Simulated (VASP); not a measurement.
# InSe (Cm) in VASP: a series of runs

The runs below take InSe through single point, with PBEsol.

All numbers are computed with VASP 6.6.1; they aren't measurements. Logs are shortened: lines on timing, memory, paths and dates and some standing lists are left out, and cuts for length are marked.

## 1. The cell of the first run

It takes space group Cm (No. 8, monoclinic). Conventional cell: a = 7.010 Å, b = 4.047 Å, c = 18.052 Å, α = 90.00°, β = 90.00°, γ = 90.00°. Within 3.5 Å of In (site symmetry m) lie 3 Se at 2.65 Å and 1 In at 2.79 Å. In (site symmetry m) has 3 Se at 2.65 Å and 1 In at 2.79 Å within 3.5 Å. In (site symmetry m) has 3 Se at 2.59 to 2.68 Å and 1 In at 2.79 Å within 3.4 Å. Within 3.5 Å of In (site symmetry m) lie 3 Se at 2.65 Å and 1 In at 2.79 Å. Se (site symmetry m) has 3 In at 2.59 to 2.68 Å within 3.4 Å. Se (site symmetry m) has 3 In at 2.65 Å within 3.5 Å. Within 3.5 Å of Se (site symmetry m) lie 3 In at 2.65 Å. Se (site symmetry m) has 3 In at 2.65 Å within 3.5 Å.

## 2. Single point, PBEsol (atom 5 (Se) moved -0.067 Å along Cartesian [0 1 0])

INCAR reads:

```
SYSTEM = InSe
  ALGO = Normal
  EDIFF = 1E-6
  ENCUT = 520
  GGA = PS
  ISIF = 2
  ISMEAR = 0
  LASPH = .TRUE.
  LCHARG = .FALSE.
  LREAL = .FALSE.
  LWAVE = .FALSE.
  NBANDS = 48
  NELM = 60
  PREC = Accurate
  SIGMA = 0.05
```

KPOINTS reads:

```
k-points
0
G
  12 12 2
  0 0 0
```

POSCAR reads:

```
InSe
1.0
    4.0473293151      0.0000000000      0.0000000000
   -2.0236646576      3.5050900044      0.0000000000
    0.0000000000      0.0000000000     18.0520649100
In Se
4 4
Direct
    0.0000000000      1.0000000000      0.5773936800
    0.0000000000      1.0000000000      0.4226063200
    0.3333333333      0.6666666667      0.9226095100
    0.3333333333      0.6666666667      0.0773904900
    0.6571519324      0.3143038648      0.8530000700
    0.6666666667      0.3333333333      0.1469999300
    0.3333333333      0.6666666667      0.6470157200
    0.3333333333      0.6666666667      0.3529842800
```

Potentials or basis: VASP PAW PBE potentials, release 64 (In_d, Se).

The run is started by

```
$ cat potpaw_PBE.64/In_d/POTCAR potpaw_PBE.64/Se/POTCAR > POTCAR
$ mpirun -np 1 vasp_std > vasp.out
```

OUTCAR:

```text
SYSTEM = InSe
   EDIFF = 1E-6
   ENCUT = 520
   GGA = PS
   ISIF = 2
   ISMEAR = 0
   LASPH = .TRUE.
   LREAL = .FALSE.
   NELM = 60
   PREC = Accurate

 ion  position               nearest neighbor table
   1  0.000  0.000  0.577-   7 2.65   7 2.65   7 2.65   2 2.79
   2  0.000  0.000  0.423-   8 2.65   8 2.65   8 2.65   1 2.79
   3  0.333  0.667  0.923-   5 2.59   5 2.68   5 2.68   4 2.79
   4  0.333  0.667  0.077-   6 2.65   6 2.65   6 2.65   3 2.79
   5  0.657  0.314  0.853-   3 2.59   3 2.68   3 2.68
   6  0.667  0.333  0.147-   4 2.65   4 2.65   4 2.65
   7  0.333  0.667  0.647-   1 2.65   1 2.65   1 2.65
   8  0.333  0.667  0.353-   2 2.65   2 2.65   2 2.65

  LATTYP: Found a hexagonal cell.
 ALAT       =     4.0473293151
 C/A-ratio  =     4.4602411874

  Lattice vectors:

 A1 = (   4.0473293151,   0.0000000000,   0.0000000000)
 A2 = (  -2.0236646576,   3.5050900044,   0.0000000000)
 A3 = (   0.0000000000,   0.0000000000,  18.0520649100)

Analysis of symmetry for initial positions (statically):
=====================================================================
 Subroutine PRICEL returns:
 Original cell was already a primitive cell.

 Routine SETGRP: Setting up the symmetry group for a
 hexagonal supercell.

 Subroutine GETGRP returns: Found  2 space group operations
 (whereof  2 operations were pure point group operations)
 out of a pool of 24 trial point group operations.

The static configuration has the point symmetry C_1h.

Analysis of symmetry for dynamics (positions and initial velocities):
=====================================================================
 Subroutine PRICEL returns:
 Original cell was already a primitive cell.

 Routine SETGRP: Setting up the symmetry group for a
 hexagonal supercell.

 Subroutine GETGRP returns: Found  2 space group operations
 (whereof  2 operations were pure point group operations)
 out of a pool of 24 trial point group operations.

The dynamic configuration has the point symmetry C_1h.

 Subroutine INISYM returns: Found  2 space group operations
 (whereof  2 operations are pure point group operations),
 and found     1 'primitive' translations

----------------------------------------------------------------------------------------

                                     Primitive cell

  volume of cell :     256.0912

  direct lattice vectors                    reciprocal lattice vectors
     4.047329315  0.000000000  0.000000000     0.247076510  0.142649689  0.000000000
    -2.023664658  3.505090004  0.000000000     0.000000000  0.285299379  0.000000000
     0.000000000  0.000000000 18.052064910     0.000000000  0.000000000  0.055395325

  length of vectors
     4.047329315  4.047329315 18.052064910     0.285299379  0.285299379  0.055395325

  position of ions in fractional coordinates (direct lattice)
     0.000000000  0.000000000  0.577393680
     0.000000000  0.000000000  0.422606320
     0.333333333  0.666666667  0.922609510
     0.333333333  0.666666667  0.077390490
     0.657151932  0.314303865  0.853000070
     0.666666667  0.333333333  0.146999930
     0.333333333  0.666666667  0.647015720
     0.333333333  0.666666667  0.352984280

  ion indices of the primitive-cell ions
   primitive index   ion index
                 1           1
                 2           2
                 3           3
                 4           4
                 5           5
                 6           6
                 7           7
                 8           8

----------------------------------------------------------------------------------------

 KPOINTS: k-points

Automatic generation of k-mesh.
 Grid dimensions read from file:
 generate k-points for:   12   12    2

 Generating k-lattice:

  Cartesian coordinates                     Fractional coordinates (reciprocal lattice)
     0.020589709  0.011887474  0.000000000     0.083333333 -0.000000000  0.000000000
     0.000000000  0.023774948  0.000000000     0.000000000  0.083333333  0.000000000
     0.000000000  0.000000000  0.027697662     0.000000000  0.000000000  0.500000000

  Length of vectors
     0.023774948  0.023774948  0.027697662

  Shift w.r.t. Gamma in fractional coordinates (k-lattice)
     0.000000000  0.000000000  0.000000000

 Subroutine IBZKPT returns following result:
 ===========================================

 Found     86 irreducible k-points:

 Following reciprocal coordinates:
            Coordinates               Weight
  0.000000  0.000000  0.000000      1.000000
  0.083333  0.000000  0.000000      4.000000
  0.000000  0.083333  0.000000      2.000000
  0.166667  0.000000  0.000000      4.000000
  0.000000  0.166667  0.000000      2.000000
  0.250000  0.000000  0.000000      4.000000
[... 16 lines left out ...]
 -0.083333  0.416667  0.000000      4.000000
 -0.416667  0.333333  0.000000      4.000000
 [... further k-points ...]
   k-points           NKPTS =     86   k-points in BZ     NKDIM =     86   number of bands    NBANDS=     48
   number of dos      NEDOS =    301   number of ions     NIONS =      8
   total plane-waves  NPLWV = 126000
   dimension x,y,z NGX =    30 NGY =   30 NGZ =  140
   dimension x,y,z NGXF=    60 NGYF=   60 NGZF=  280
   ions per type =               4   4
   NGX,Y,Z   is equivalent  to a cutoff of  12.32, 12.32, 12.89 a.u.
   NGXF,Y,Z  is equivalent  to a cutoff of  24.65, 24.65, 25.79 a.u.
 SYSTEM =  InSe
   PREC   = accura    normal or accurate (medium, high low for compatibility)
   ISTART =      0    job   : 0-new  1-cont  2-samecut
   ICHARG =      2    charge: 1-file 2-atom 10-const
   ISPIN  =      1    spin polarized calculation?
   LNONCOLLINEAR =      F non collinear calculations
   LSORBIT =      F    spin-orbit coupling
   LASPH  =      T    aspherical Exc in radial PAW
   ENCUT  =  520.0 eV  38.22 Ry    6.18 a.u.   7.53  7.53 33.56*2*pi/ulx,y,z
   NELM   =     60;   NELMIN=  2; NELMDL= -5     # of ELM steps
   EDIFF  = 0.1E-05   stopping-criterion for ELM
   LREAL  =      F    real-space projection
   EDIFFG = 0.1E-04   stopping-criterion for IOM
   NSW    =      0    number of steps for IOM
   IBRION =     -1    ionic relax: 0-MD 1-quasi-New 2-CG
   NFREE  =      0    steps in history (QN), initial steepest desc. (CG)
   ISIF   =      2    stress and relaxation
   ISYM   =      2    0-nonsym 1-usesym 2-fastsym
   POTIM  = 0.5000    time-step for ionic-motion
   TEBEG  =    0.0;   TEEND  =   0.0 temperature during run
   PSTRESS=    0.0 pullay stress
   NELECT =      76.0000    total number of electrons
   NUPDOWN=      -1.0000    fix difference up-down
   EMIN   =  10.00;   EMAX   =-10.00  energy-range for DOS
   EFERMI =   0.00;   METHOD = LEGACY
   ISMEAR =     0;   SIGMA  =   0.05  broadening in eV -4-tet -1-fermi 0-gaus
   EFERMI_NEDOS =   21; number of points for ismear=-14 and -15
   IALGO  =     38    algorithm
   IMIX   =      4    mixing-type and parameters
     AMIX     =   0.40;   BMIX     =  1.00
     AMIX_MAG =   1.60;   BMIX_MAG =  1.00
  volume/ion in A,a.u.               =      32.01       216.02
  Fermi-wavevector in a.u.,A,eV,Ry     =   1.091980  2.063542 16.223849  1.192419
  Thomas-Fermi vector in A             =   2.228236
   LORBIT       =      0    0 simple, 1 ext, 2 COOP (PROOUT), +10 PAW based schemes
   GGA     = PS    functional components
   LHFCALC =     F    Hartree Fock is set to
   AEXX    =    0.0000 exact exchange contribution
   IVDW    =     0    specifies the selected vdW correction
   LEPSILON=     F    determine dielectric tensor
   LRPA    =     F    only Hartree local field effects (RPA)
 non-spin polarized calculation
 Gauss-broadening in eV      SIGMA  =   0.05
  energy-cutoff  :      520.00
  volume of cell :      256.09
 maximum number of plane-waves:      6951
   NGX = 15   NGY = 15   NGZ = 67

 number of electron      76.0000024 magnetization

 Free energy of the ion-electron system (eV)
  ---------------------------------------------------
  ext. energy  EPLUGINS =         0.00000000
  ---------------------------------------------------
  free energy    TOTEN  =       -31.13649156 eV

  energy without entropy =      -31.13649156  energy(sigma->0) =      -31.13649156

 E-fermi :   3.1701     XC(G=0):  -8.5843

 val. band max:        2.9041871544   @ k =   0.0000   0.0000   0.0000
 cond. band min:       3.5338829468   @ k =   0.0000   0.0000   0.0000
 fundamental gap:      0.6296957924
 Fermi energy:         3.1701425509

 k-point     1 :       0.0000    0.0000    0.0000
  band No.  band energies     occupation
      1     -11.5563      2.00000
      2     -11.5554      2.00000
      3     -11.3749      2.00000
      4     -11.3658      2.00000
      5     -11.3657      2.00000
      6     -11.3605      2.00000
[... 40 lines left out ...]
     47       8.5317      0.00000
     48       8.5875      0.00000

 k-point     2 :       0.0833    0.0000    0.0000
  band No.  band energies     occupation
      1     -11.5565      2.00000
      2     -11.5557      2.00000
      3     -11.3924      2.00000
      4     -11.3906      2.00000
      5     -11.3680      2.00000
      6     -11.3646      2.00000
[... 40 lines left out ...]
     47       8.2111      0.00000
     48       8.2811      0.00000

 k-point     3 :       0.0000    0.0833    0.0000
  band No.  band energies     occupation
      1     -11.5565      2.00000
      2     -11.5559      2.00000
      3     -11.3999      2.00000
      4     -11.3907      2.00000
      5     -11.3646      2.00000
      6     -11.3594      2.00000
[... 1060 lines left out ...]
     47       7.3215      0.00000
     48       7.4444      0.00000

 k-point    24 :      -0.4167    0.3333    0.0000
  band No.  band energies     occupation
      1     -11.6544      2.00000
      2     -11.6502      2.00000
      3     -11.5531      2.00000
      4     -11.5496      2.00000
      5     -11.4928      2.00000
      6     -11.4912      2.00000
[... 40 lines left out ...]
     47       7.3170      0.00000
     48       7.4545      0.00000

 [... further k-points ...]

------------------------ aborting loop because EDIFF is reached ----------------------------------------

  FORCE on cell =-STRESS in cart. coord.  units (eV):
  Direction    XX          YY          ZZ          XY          YZ          ZX
  --------------------------------------------------------------------------------------
  -------------------------------------------------------------------------------------
  Total       -1.6419685     -1.0490705     -0.7700741      0.0000000     -0.5252160      0.0000000
  in kB      -10.2726099     -6.5632759     -4.8177970      0.0000000     -3.2858970      0.0000000
  external PRESSURE =      -7.2178942 kB  Pullay stress =       0.0000000 kB

 VOLUME and BASIS-vectors are now :
 -----------------------------------------------------------------------------
  energy-cutoff  :      520.00
  volume of cell :      256.09
      direct lattice vectors                 reciprocal lattice vectors
     4.047329315  0.000000000  0.000000000     0.247076510  0.142649689  0.000000000
    -2.023664658  3.505090004  0.000000000     0.000000000  0.285299379  0.000000000
     0.000000000  0.000000000 18.052064910     0.000000000  0.000000000  0.055395325

 POSITION                                       TOTAL-FORCE (eV/Angst)
 -----------------------------------------------------------------------------------
      0.00000      0.00000     10.42315        -0.000000      0.000525     -0.079658
      0.00000      0.00000      7.62892         0.000000     -0.000086      0.079754
     -0.00000      2.33673     16.65501         0.000000     -0.345797      0.108600
     -0.00000      2.33673      1.39706         0.000000     -0.017376     -0.079755
      2.02366      1.10166     15.39841        -0.000000      0.367675     -0.061410
      2.02366      1.16836      2.65365         0.000000     -0.004124      0.032635
     -0.00000      2.33673     11.67997         0.000000     -0.000752      0.032009
     -0.00000      2.33673      6.37210         0.000000     -0.000066     -0.032176
 -----------------------------------------------------------------------------------
    total drift:                                0.000000     -0.000043      0.000008

  FREE ENERGIE OF THE ION-ELECTRON SYSTEM (eV)
  ---------------------------------------------------
  free  energy   TOTEN  =       -31.1364915617 eV

  energy  without entropy=      -31.1364915617  energy(sigma->0) =      -31.13649156
```

Run time: 18 min. Hardware: 1 thread of Oxide Virtual Turin-like, shared host; peak memory 0.86 GiB.

Results:

```
Free energy            : -31.1365 eV
Pressure               : -0.7 GPa
Largest force          : 0.373 eV/Å
Band gap on the k mesh : 0.63 eV
```

Forces in eV/Å, atoms in the order of the input:
```
In   0.000  0.001 -0.080
In   0.000  0.000  0.080
In   0.000 -0.346  0.109
In   0.000 -0.017 -0.080
Se   0.000  0.368 -0.061
Se   0.000 -0.004  0.033
Se   0.000 -0.001  0.032
Se   0.000  0.000 -0.032
```

Levels at points of the mesh, in eV from the valence-band top:
```tsv
k point	band 34	band 35	band 36	band 37	band 38	band 39	band 40	band 41	band 42	band 43
(0.00, 0.00, 0.00)	-0.98	-0.97	-0.96	-0.91	0.00	0.63	1.43	2.13	2.17	4.38
(0.50, 0.00, 0.00)	-1.97	-1.94	-1.88	-1.45	-1.31	1.63	1.65	1.87	1.88	3.55
(0.00, 0.50, 0.00)	-1.96	-1.95	-1.86	-1.48	-1.36	1.66	1.68	1.87	1.89	3.59
(0.00, 0.00, 0.50)	-0.97	-0.97	-0.91	-0.57	-0.56	1.12	1.13	2.16	2.16	4.38
(0.50, 0.00, 0.50)	-2.03	-1.91	-1.91	-1.37	-1.35	1.54	1.63	1.86	2.01	3.59
(0.00, 0.50, 0.50)	-2.04	-1.91	-1.89	-1.44	-1.35	1.56	1.63	1.89	2.03	3.60
```

Caveat: the cell differs from its parent crystal (atom 5 (Se) moved -0.067 Å along Cartesian [0 1 0]); semilocal functionals underestimate gaps, and a narrow one can read as zero; the PAW data sets were made with another functional, which shifts forces and pressure a little; spin-orbit coupling is left out, which moves the levels of the heavy elements; this functional lacks dispersion, which binds layers or chains, so the pressure and a relaxed spacing across them are unreliable.

## 3. Single point, PBEsol (atom 5 (Se) moved -0.033 Å along Cartesian [0 1 0])

INCAR reads:

```
SYSTEM = InSe
PREC = Accurate ; ENCUT = 520
EDIFF = 1E-6 ; ISMEAR = 0
SIGMA = 0.05 ; LREAL = .False.
LASPH = .True. ; NELM = 60
ALGO = Normal ; ISIF = 2
LWAVE = .False. ; LCHARG = .False.
GGA = PS ; NBANDS = 48
```

KPOINTS reads:

```
regular mesh
0
Gamma
  12 12 2
  0 0 0
```

Edit POSCAR of step 2 so:

```diff
@@ -12,3 +12,3 @@
     0.3333333333      0.6666666667      0.0773904900
-    0.6571519324      0.3143038648      0.8530000700
+    0.6619164320      0.3238328640      0.8530000700
     0.6666666667      0.3333333333      0.1469999300
```

Potentials or basis: VASP PAW PBE potentials, release 64 (In_d, Se).

The run is started by

```
$ cat potpaw_PBE.64/In_d/POTCAR potpaw_PBE.64/Se/POTCAR > POTCAR
$ mpirun -np 1 vasp_std > vasp.out
```

Run time: 25 min. Hardware: 1 thread of Oxide Virtual Turin-like, shared host; peak memory 0.86 GiB.

It converged, with:

```
Free energy            : -31.1455 eV
Pressure               : -0.7 GPa
Largest force          : 0.187 eV/Å
Band gap on the k mesh : 0.63 eV
```

Forces on the atoms (eV/Å):
```
In   0.000  0.000 -0.080
In   0.000  0.000  0.080
In   0.000 -0.165  0.087
In   0.000 -0.009 -0.080
Se   0.000  0.176 -0.040
Se   0.000 -0.002  0.033
Se   0.000  0.000  0.032
Se   0.000  0.000 -0.032
```

Stress tensor (GPa, compression positive):
```
-0.95  0.00  0.00
 0.00 -0.77 -0.16
 0.00 -0.16 -0.50
```

Levels at points of the mesh, in eV from the valence-band top:
| k point | band 35 | band 36 | band 37 | band 38 | band 39 | band 40 | band 41 | band 42 |
| --- | --- | --- | --- | --- | --- | --- | --- | --- |
| (0.00, 0.00, 0.00) | -0.97 | -0.96 | -0.94 | 0.00 | 0.63 | 1.43 | 2.13 | 2.17 |
| (0.50, 0.00, 0.00) | -1.94 | -1.88 | -1.46 | -1.32 | 1.64 | 1.65 | 1.87 | 1.88 |
| (0.00, 0.50, 0.00) | -1.95 | -1.87 | -1.47 | -1.35 | 1.65 | 1.67 | 1.88 | 1.88 |
| (0.00, 0.00, 0.50) | -0.97 | -0.94 | -0.57 | -0.56 | 1.12 | 1.13 | 2.16 | 2.16 |
| (0.50, 0.00, 0.50) | -1.91 | -1.91 | -1.38 | -1.35 | 1.55 | 1.63 | 1.86 | 2.01 |
| (0.00, 0.50, 0.50) | -1.91 | -1.90 | -1.42 | -1.35 | 1.56 | 1.63 | 1.88 | 2.02 |

Caveat: the cell differs from its parent crystal (atom 5 (Se) moved -0.033 Å along Cartesian [0 1 0]); semilocal functionals underestimate gaps, and a narrow one can read as zero; the PAW data sets were made with another functional, which shifts forces and pressure a little; spin-orbit coupling is left out, which moves the levels of the heavy elements; this functional lacks dispersion, which binds layers or chains, so the pressure and a relaxed spacing across them are unreliable. A k mesh can miss the band edges.
